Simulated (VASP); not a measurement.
FePt2, 3 atoms in the cell. It takes space group I4/mmm (No. 139, tetragonal). Conventional cell: a = 2.756 Å, b = 2.756 Å, c = 11.509 Å, α = 90.00°, β = 90.00°, γ = 90.00°. Fe (site symmetry 4/mmm) has 8 Pt at 2.66 Å and 4 Fe at 2.76 Å within 3.5 Å. Pt (site symmetry 4mm) has 4 Fe at 2.66 Å and 8 Pt at 2.76 to 2.89 Å within 3.5 Å. 

```yaml
Program: VASP 6.6.1
Task: single point
Functional: PBE
Potentials_or_basis: VASP PAW PBE potentials, release 64 (Fe, Pt)
Cutoff: 520 eV
k_mesh: 8 × 8 × 8
Occupations: gaussian, width 0.1 eV
Spin: collinear spin, ferromagnetic start
Starting_moments: "[3.36, 0.35, 0.35] μB"
Dipole_correction: no
Further_INCAR_settings: ALGO = Normal; EDIFF = 1e-06; NBANDS = 25
```

Potentials or basis: VASP PAW PBE potentials, release 64 (Fe, Pt).

Command:

```bash
$ cat potpaw_PBE.64/Fe/POTCAR potpaw_PBE.64/Pt/POTCAR > POTCAR
$ mpirun -np 1 vasp_std > vasp.out
```

Hardware: 1 thread of AMD EPYC 7R13, with other jobs on the host.

**Question.** Estimate the wall time of this run.

**Answer.** Wall time 14 min on 1 thread of AMD EPYC 7R13 (shared host), peak memory 0.43 GiB. Counts: scf iterations 15, k points 59.
